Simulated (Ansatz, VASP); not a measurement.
# NaI: VASP beside Ansatz

File POSCAR:

```
NaI
1.0
    3.9580535143      0.0000000000      0.0000000000
    0.0000000000      3.9580535143      0.0000000000
    0.0000000000      0.0000000000      3.9580535143
Na I
1 1
Direct
    0.0000000000      0.0000000000      0.0000000000
    0.5000000000      0.5000000000      0.5000000000
```

File INCAR.step1:

```
PREC = Accurate
ENCUT = 520
ISMEAR = 0
SIGMA = 0.01
LREAL = False
LASPH = True
NELM = 60
NBANDS = 14
GGA = PE
ALGO = Normal
EDIFF = 1E-4
LWAVE = True
LCHARG = False
```

File INCAR.step2:

```
PREC = Accurate
ENCUT = 520
EDIFF = 1E-7
ISMEAR = 0
SIGMA = 0.01
LREAL = False
LASPH = True
NELM = 60
ALGO = Normal
ISIF = 2
LWAVE = False
LCHARG = True
METAGGA = R2SCAN
LMIXTAU = True
LELF = True
LVHAR = True
NBANDS = 14
ISTART = 1
```

Contents of KPOINTS:

```
regular mesh
0
Gamma
  6 6 6
```

Input for Ansatz:

```yaml
crystal:
  lattice:
    - [3.9580535143, 0.0, 0.0]
    - [0.0, 3.9580535143, 0.0]
    - [0.0, 0.0, 3.9580535143]
  atoms:
    - { symbol: Na, position: [0.0, 0.0, 0.0] }
    - { symbol: I, position: [0.5, 0.5, 0.5] }
kpoints:
  mp_grid: { grid: [6, 6, 6] }
hamiltonian:
  xc: r2scan
scf:
  occupations: { method: fixed }
  n_extra_bands: 4
output:
  forces: true
  stress: true
  eigenvalues: true
```

Alike in both runs: task single point; functional r2SCAN; k mesh 6 × 6 × 6; no spin polarisation.

```csv
,VASP,Ansatz
version,VASP 6.6.1,Ansatz 0.2.0
potentials or method,"VASP PAW PBE potentials, release 64 (Na_pv, I)","plane waves, PAW"
plane-wave cutoff (eV),520,500
occupations,"gaussian, width 0.01 eV",fixed
valence electrons in the cell,14,26
```

```csv
,VASP,Ansatz,Ansatz less VASP
gap on the k mesh at the Fermi level (eV),3.19,3.17,-0.016
pressure (GPa),1.2,1.3,+0.13
```

VASP's potentials were made for PBE, not for r2SCAN. VASP's potentials hold 14 valence electrons a cell and Ansatz's 26, so a difference there can come from the potentials and not from the codes.

Neither program's run includes spin-orbit coupling.
